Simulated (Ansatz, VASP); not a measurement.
## WCl4F2: VASP beside Ansatz

```
W Cl F
1.0
     5.74568    0.00000    0.00000
     2.87284    4.97591    0.00000
     2.87284    1.65864    5.20237
W Cl F
1 4 2
Direct
  0.00000 0.00000 0.00000
  0.41300 0.74700 0.76000
  0.92000 0.58700 0.24000
  0.08000 0.41300 0.76000
  0.74700 0.08000 0.76000
  0.66100 0.20700 0.19800
  0.20700 0.93400 0.19800
```

Alike in both runs: task relaxation of cell and atoms; functional PBE; k mesh 3 × 3 × 3; occupations gaussian, width 0.15 eV; no spin polarisation.

|  | VASP | Ansatz |
| --- | --- | --- |
| version | VASP 6.6.1 | Ansatz 0.2.0 |
| potentials or method | VASP PAW PBE potentials, release 64 (W_sv, Cl, F), cutoff 600 eV | scalar-relativistic, plane waves, PAW |
| valence electrons in the cell | 56 | 56 |

```csv
,VASP,Ansatz,Ansatz less VASP
"gap on the k mesh at the Fermi level, each at its own relaxed structure (eV)",2.27,2.31,+0.037
relaxed volume (Å³/atom),28.45,29.45,+0.993
relaxed cell length with the largest relative difference (Å),6.348,6.482,+0.1345
```

The k mesh is coarse, so the values compare programs but aren't converged. Neither program's run includes spin-orbit coupling. Noted on VASP's run: the volume moved by over 15 % at a fixed basis, so the end points are rough.
